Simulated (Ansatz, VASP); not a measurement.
# Bi2Te in VASP and in Ansatz

```xyz
6
Lattice="-4.0079 4.0079 3.1743 4.0079 -4.0079 3.1743 4.0079 4.0079 -3.1743" Properties=species:S:1:pos:R:3 pbc="T T T"
Bi    4.6289    2.0040    0.7936
Bi   -0.6210    2.0040    3.9679
Bi    2.0040    3.3870   -0.7936
Bi    2.0040    0.6210    2.3807
Te    0.0000    0.0000    0.0000
Te    0.0000    4.0079    1.5872
```

Alike in both runs: task single point; functional PBEsol; k mesh 4 × 4 × 4; occupations gaussian, width 0.1 eV; no spin polarisation.

```csv
,VASP,Ansatz
version,VASP 6.6.1,Ansatz 0.2.0
potentials or method,"VASP PAW PBE potentials, release 64 (Bi_d, Te), cutoff 520 eV","scalar-relativistic, plane waves, PAW"
valence electrons in the cell,72,92
```

VASP gave:

| Item | Value |
| --- | --- |
| gap on the k mesh at the Fermi level (eV) | none |
| pressure (GPa) | -2.7 |
| traceless stress, the component that is largest in VASP (GPa) | -0.11 |
| rms of the force components (eV/Å) | 0.057 |

Task: Which values does Ansatz return?

Result: gap on the k mesh at the Fermi level (eV): none; pressure (GPa): -2.6; traceless stress, the component that is largest in VASP (GPa): -0.12; rms of the force components (eV/Å): 0.058.

VASP's potentials were made for PBE, not for PBEsol. Atom by atom the forces differ by 0.001 eV/Å (rms over components). A gap of «none» marks a metal or a gap that the smearing closes. VASP's potentials hold 72 valence electrons a cell and Ansatz's 92, so a difference there can come from the potentials and not from the codes.

Spin-orbit coupling is off throughout.
